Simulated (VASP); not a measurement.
# ZnS4 (C2) in VASP: notebook, part 2 of 2

VASP 6.6.1.

## (3) Relaxation of cell and atoms, PBE

This run uses another cell than the first one, of 20.81 Å³/atom, 0.924 times its volume.

The input, INCAR:

```
SYSTEM = ZnS4
PREC = Accurate
ENCUT = 600
EDIFF = 1E-6
ISMEAR = 0
SIGMA = 0.2
LREAL = .FALSE.
LASPH = .TRUE.
NELM = 80
ALGO = Normal
ISIF = 3
LWAVE = .FALSE.
LCHARG = .FALSE.
GGA = PE
IBRION = 2
NSW = 36
EDIFFG = -0.08
```

The input, KPOINTS:

```
regular mesh
0
G
  4 4 3
  0 0 0
```

The input, POSCAR:

```
ZnS4
1.0
    2.7200000000     -2.7200000000      0.0000000000
    2.7200000000      2.7200000000      0.0000000000
   -2.7194863700      0.0000000000      7.0320982300
Zn S
1 4
Direct
    0.0000000000      0.0000000000      0.0000000000
    0.4040000000      0.9040000000      0.8080000000
    0.6790000000      0.6810000000      0.6100000000
    0.0960000000      0.5960000000      0.1920000000
    0.3190000000      0.3210000000      0.3900000000
```

Potentials or basis: VASP PAW PBE potentials, release 64 (Zn, S).

Launch:

```bash
$ cat potpaw_PBE.64/Zn/POTCAR potpaw_PBE.64/S/POTCAR > POTCAR
$ mpirun -np 1 vasp_std > vasp.out
```

It took 9.3 min on 1 thread of Intel Xeon Platinum 8488C (Sapphire Rapids), shared host; peak memory 0.26 GiB.

The run converged. Its results:

* Free energy: -18.0376 eV
* Relaxed volume: 21.84 Å³/atom
* Relaxed cell: a = 3.987 Å, b = 3.987 Å, c = 7.496 Å, α = 104.09°, β = 104.09°, γ = 74.26°
* Space group after relaxing (to 0.05 Å): C2 (No. 5)
* Energy gained by relaxing: 274.6 meV/atom
* Ionic steps: 32
* Pressure after relaxing: 0.1 GPa
* Largest force after relaxing: 0.069 eV/Å
* Band gap on the k mesh: 1.55 eV, indirect (least direct gap 1.79 eV)

Forces in eV/Å, atoms in the order of the input:
```
Zn   0.000  0.035  0.000
S   -0.041 -0.053 -0.014
S    0.012  0.036  0.052
S    0.041 -0.053  0.014
S   -0.012  0.036 -0.052
```

Stress tensor (GPa, compression positive):
```
0.30 0.00 0.10
0.00 0.03 0.00
0.10 0.00 0.10
```

Step by step:
```csv
step,energy change (eV),largest force (eV/Å),pressure (GPa),volume (Å³)
1,0.0000,2.0568,6.31,104.05
2,-0.8154,1.1421,-1.29,116.78
3,-0.8515,0.9810,-2.33,120.09
4,-0.9737,1.6323,1.50,116.70
5,-0.9855,1.0333,0.55,117.44
6,-1.0727,0.4739,0.29,116.52
7,-1.0738,0.3789,0.28,116.62
8,-1.1118,0.3442,-0.11,117.03
9,-1.1864,0.5474,-1.19,118.10
10,-1.1471,1.3648,-3.06,119.50
11,-1.2027,0.7795,-1.76,118.59
12,-1.2223,0.6470,-1.50,118.24
13,-1.2638,0.3428,-0.73,117.16
14,-1.2650,0.8754,1.00,114.82
15,-1.2789,0.3608,0.15,115.98
16,-1.2864,0.2913,0.12,115.86
17,-1.2998,0.2189,0.01,115.49
18,-1.3011,0.2105,-0.02,115.31
19,-1.3075,0.2073,0.09,115.19
20,-1.3151,0.2966,0.34,114.90
21,-1.3216,0.1912,0.04,115.08
22,-1.3292,0.1169,-0.79,115.57
23,-1.3365,0.0911,-0.69,114.95
24,-1.3496,0.2154,-0.40,113.08
25,-1.3506,0.3030,-0.25,112.28
26,-1.3599,0.1978,-0.31,110.95
27,-1.3610,0.1852,-0.32,110.25
28,-1.3665,0.1393,0.35,108.81
29,-1.3666,0.1324,0.42,108.60
30,-1.3700,0.0940,0.15,108.90
31,-1.3708,0.1129,-0.05,109.12
32,-1.3729,0.0685,0.14,109.21
```

Final structure:
```yaml
crystal:
  lattice:
    - [3.17496, -2.40662, 0.15240]
    - [3.17496, 2.40662, 0.15240]
    - [-2.62796, 0.00000, 7.02048]
  atoms:
    - { symbol: Zn, position: [0.03898, 0.96103, 0.00000] }
    - { symbol: S, position: [0.44036, 0.00860, 0.82154] }
    - { symbol: S, position: [0.66151, 0.63425, 0.59253] }
    - { symbol: S, position: [0.99140, 0.55964, 0.17846] }
    - { symbol: S, position: [0.36575, 0.33849, 0.40747] }
```

Levels at points of the mesh, in eV from the valence-band top:
| k point | band 15 | band 16 | band 17 | band 18 | band 19 | band 20 | band 21 | band 22 |
| --- | --- | --- | --- | --- | --- | --- | --- | --- |
| (0.00, 0.00, 0.00) | -1.78 | -1.52 | -1.13 | -0.79 | 1.65 | 2.22 | 3.37 | 3.68 |
| (0.50, 0.00, 0.00) | -2.07 | -1.20 | -0.82 | -0.16 | 1.80 | 3.05 | 3.44 | 4.16 |
| (0.50, 0.50, 0.00) | -2.64 | -2.46 | -1.20 | -0.42 | 2.73 | 2.86 | 3.90 | 4.50 |

Caveat: the k points lie up to 0.42 Å⁻¹ apart in the final cell; the relaxation stopped at a loose force limit of 0.08 eV/Å, so its end isn't a converged minimum.

## (4) Single point, PBE

This run uses another cell than the first one, of 22.09 Å³/atom, 0.981 times its volume.

The input, INCAR:

```
SYSTEM = ZnS4
ALGO     = Normal         ! electronic algorithm
EDIFF    = 1E-6           ! SCF threshold, eV
ENCUT    = 520            ! plane-wave cutoff, eV
GGA      = PE             ! functional
ISIF     = 2              ! what is computed and relaxed
ISMEAR   = 0              ! smearing method
LASPH    = .True.         ! aspherical terms in the spheres
LCHARG   = .False.        ! write CHGCAR
LREAL    = .False.        ! projectors in reciprocal space
LWAVE    = .False.        ! write WAVECAR
NBANDS   = 26             ! bands
NELM     = 80             ! most SCF steps
PREC     = Accurate       ! precision mode
SIGMA    = 0.02           ! smearing width, eV
```

The input, KPOINTS:

```
k-points
0
Gamma
  8 8 4
  0 0 0
```

The input, POSCAR:

```
ZnS4
1.0
    3.2076291106     -2.4056755075     -0.0149701244
    3.2076291106      2.4056755075     -0.0149701244
   -2.2463935017      0.0000000000      7.1670728105
Zn S
1 4
Direct
    0.0318078489      0.9681921511      0.0000000000
    0.4393708690      1.0031059254      0.8228737142
    0.6616211561      0.6316939486      0.5930341765
   -0.0031059254      0.5606291310      0.1771262858
    0.3683060514      0.3383788439      0.4069658235
```

Launch:

```bash
$ cat potpaw_PBE.64/Zn/POTCAR potpaw_PBE.64/S/POTCAR > POTCAR
$ mpirun -np 1 vasp_std > vasp.out
```

Wall time 2.1 min (1 thread of Intel Xeon Platinum 8488C (Sapphire Rapids), shared host); peak memory 0.33 GiB.

It converged, with:

- Free energy: -18.0475 eV
- Pressure: -0.3 GPa
- Largest force: 0.119 eV/Å
- Band gap on the k mesh: 1.48 eV, indirect (least direct gap 1.61 eV)

Forces on the atoms (eV/Å):
```
Zn   0.000 -0.004  0.000
S    0.001 -0.034 -0.061
S   -0.097  0.036 -0.059
S   -0.001 -0.034  0.061
S    0.097  0.036  0.059
```

Stress tensor (GPa, compression positive):
```
-0.19  0.00 -0.24
 0.00 -0.14  0.00
-0.24  0.00 -0.42
```

Levels at points of the mesh, in eV from the valence-band top:
```tsv
k point	band 15	band 16	band 17	band 18	band 19	band 20	band 21	band 22
(0.00, 0.00, 0.00)	-1.84	-1.55	-1.14	-0.80	1.61	2.19	3.33	3.62
(0.50, 0.00, 0.00)	-2.08	-1.21	-0.89	-0.15	1.75	3.01	3.37	4.14
(0.50, 0.50, 0.00)	-2.67	-2.43	-1.19	-0.42	2.71	2.77	3.99	4.46
(0.00, 0.00, 0.50)	-1.66	-1.20	-1.01	-0.13	1.48	2.17	2.31	4.10
(0.50, 0.00, 0.50)	-2.14	-1.73	-0.67	-0.04	2.42	2.45	2.80	5.06
(0.50, 0.50, 0.50)	-2.11	-1.70	-1.33	-0.80	1.90	2.29	3.18	5.15
```

## (5) Single point, r2SCAN

This run uses another cell than the first one, of 22.09 Å³/atom, 0.981 times its volume.

POSCAR is that of step 4.

The input, INCAR.step1:

```
SYSTEM = ZnS4
PREC = Accurate
ENCUT = 520
ISMEAR = 0
SIGMA = 0.02
LREAL = .FALSE.
LASPH = .TRUE.
NELM = 80
NBANDS = 26
GGA = PE
ALGO = Normal
EDIFF = 1E-4
LWAVE = .TRUE.
LCHARG = .FALSE.
```

The input, INCAR.step2:

```
SYSTEM = ZnS4
PREC = Accurate
ENCUT = 520
EDIFF = 1E-6
ISMEAR = 0
SIGMA = 0.02
LREAL = .FALSE.
LASPH = .TRUE.
NELM = 80
ALGO = Normal
ISIF = 2
LWAVE = .FALSE.
LCHARG = .TRUE.
METAGGA = R2SCAN
LMIXTAU = .TRUE.
LELF = .TRUE.
LVHAR = .TRUE.
NBANDS = 26
ISTART = 1
```

The input, KPOINTS:

```
Automatic mesh
0
G
  8 8 4
  0 0 0
```

Launch:

```bash
$ cat potpaw_PBE.64/Zn/POTCAR potpaw_PBE.64/S/POTCAR > POTCAR
$ cp INCAR.step1 INCAR
$ mpirun -np 1 vasp_std > vasp.out
$ cp INCAR.step2 INCAR
$ mpirun -np 1 vasp_std > vasp.out
```

It took 7.2 min on 1 thread of Intel Xeon Platinum 8488C (Sapphire Rapids), shared host; peak memory 0.35 GiB.

Results (log left out):

```yaml
Free_energy: -41.7568 eV
Pressure: -2.2 GPa
Largest_force: 0.329 eV/Å
Band_gap_on_the_k_mesh: 1.73 eV, indirect (least direct gap 1.89 eV)
```

Forces in eV/Å, atoms in the order of the input:
```
Zn   0.000  0.047  0.000
S   -0.040 -0.158 -0.083
S   -0.283  0.134 -0.102
S    0.040 -0.158  0.083
S    0.283  0.134  0.102
```

Stress tensor (GPa, compression positive):
```
-2.24  0.00 -0.58
 0.00 -1.60  0.00
-0.58  0.00 -2.64
```

Levels at points of the mesh, in eV from the valence-band top:
```tsv
k point	band 16	band 17	band 18	band 19	band 20	band 21
(0.00, 0.00, 0.00)	-1.64	-1.15	-0.85	1.82	2.47	3.69
(0.50, 0.00, 0.00)	-1.25	-0.92	-0.17	1.99	3.31	3.73
(0.50, 0.50, 0.00)	-2.53	-1.20	-0.46	2.96	3.03	4.36
(0.00, 0.00, 0.50)	-1.28	-1.06	-0.16	1.73	2.43	2.67
(0.50, 0.00, 0.50)	-1.82	-0.70	-0.02	2.65	2.81	3.07
(0.50, 0.50, 0.50)	-1.77	-1.37	-0.83	2.14	2.54	3.51
```

Caveat: the PAW data sets were made with another functional, which shifts forces and pressure a little. r2SCAN opens gaps a little over a GGA but as a rule still falls short of measured ones.

## (6) Summary

| task | level | cell | k mesh | cutoff (eV) | smearing | gap on the mesh (eV) | pressure (GPa) | largest force (eV/Å) |
| --- | --- | --- | --- | --- | --- | --- | --- | --- |
| single point | PBE | a = 4.026, b = 4.026, c = 7.444 Å, angles 103.2, 103.2, 77.2°, 5 atoms | 4 × 4 × 3 | 520 | gaussian 0.2 eV | 1.57 | -0.2 | 0.09 |
| relaxation of cell and atoms | PBE | relaxed from a = 3.847, b = 3.847, c = 7.540 Å, angles 104.8, 104.8, 90.0°, 5 atoms | 4 × 4 × 3 | 600 | gaussian 0.2 eV | 1.55 | 0.1 | 0.07 |
| single point | PBE | a = 4.010, b = 4.010, c = 7.511 Å, angles 104.1, 104.1, 73.7°, 5 atoms | 8 × 8 × 4 | 520 | gaussian 0.02 eV | 1.48 | -0.3 | 0.12 |
| single point | r2SCAN | a = 4.010, b = 4.010, c = 7.511 Å, angles 104.1, 104.1, 73.7°, 5 atoms | 8 × 8 × 4 | 520 | gaussian 0.02 eV | 1.73 | -2.2 | 0.33 |

Alike in all rows: potentials or basis VASP PAW PBE potentials, release 64 (Zn, S); no spin polarisation.

Caveats: some runs use coarse meshes; the relaxation stopped at a loose force limit of 0.08 eV/Å, so its end isn't a converged minimum (some runs); the PAW data sets were made with another functional, which shifts forces and pressure a little (some runs).

Total energies depend on the potentials used, so only differences within one code and one set of settings carry meaning.
